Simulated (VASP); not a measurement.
Wanted: the native input for a VASP 6.6.1 run.

| Item | Value |
| --- | --- |
| Task | single point |
| Functional | PBE |
| Potentials or basis | VASP PAW PBE potentials, release 64 (Si, N) |
| Cutoff | 520 eV |
| k mesh | 4 × 4 × 6 |
| Occupations | gaussian, width 0.1 eV |
| Spin | collinear spin, ferromagnetic start |
| Starting moments | [0.0, 0.0, 1.0] μB |
| Dipole correction | no |
| Further INCAR settings | ALGO = Normal; EDIFF = 1e-07; NBANDS = 18 |

The structure of Si2N lies in POSCAR:

```
Si2N
1.0
    2.1793061622     -3.6646867547      0.0000000000
    2.1793061622      3.6646867547      0.0000000000
    0.0000000000      0.0000000000      2.6274314763
Si N
2 1
Direct
    0.3187933502      0.6812066498      0.5000000000
    0.6812066498      0.3187933502      0.5000000000
    0.5000000000      0.5000000000      0.0000000000
```

These files were run (other wordings do the same):

INCAR

```
PREC = Accurate
ENCUT = 520
EDIFF = 1E-7
ISMEAR = 0
SIGMA = 0.1
LREAL = False
LASPH = True
NELM = 150
ALGO = Normal
ISIF = 2
LWAVE = False
LCHARG = False
ISPIN = 2
MAGMOM = 0 0 1
LORBIT = 11
GGA = PE
NBANDS = 18
```

KPOINTS

```
Automatic mesh
0
Gamma
  4 4 6
```

Potentials or basis: VASP PAW PBE potentials, release 64 (Si, N).

The run is started by

```bash
$ cat potpaw_PBE.64/Si/POTCAR potpaw_PBE.64/N/POTCAR > POTCAR
$ mpirun -np 1 vasp_std > vasp.out
```

It gave:

```yaml
Pressure: 0.5 GPa
Largest_force: 0.122 eV/Å
Net_moment: 0.00 μB per cell
Valence_electrons_inside_the_program's_atomic_spheres: Si 1.58; N 3.85
```

Caveat: the k points lie up to 0.42 Å⁻¹ apart.

Run time: 25 s on 1 thread of AMD EPYC 9R14 (Zen 4), on a shared host, peak memory 0.14 GiB.
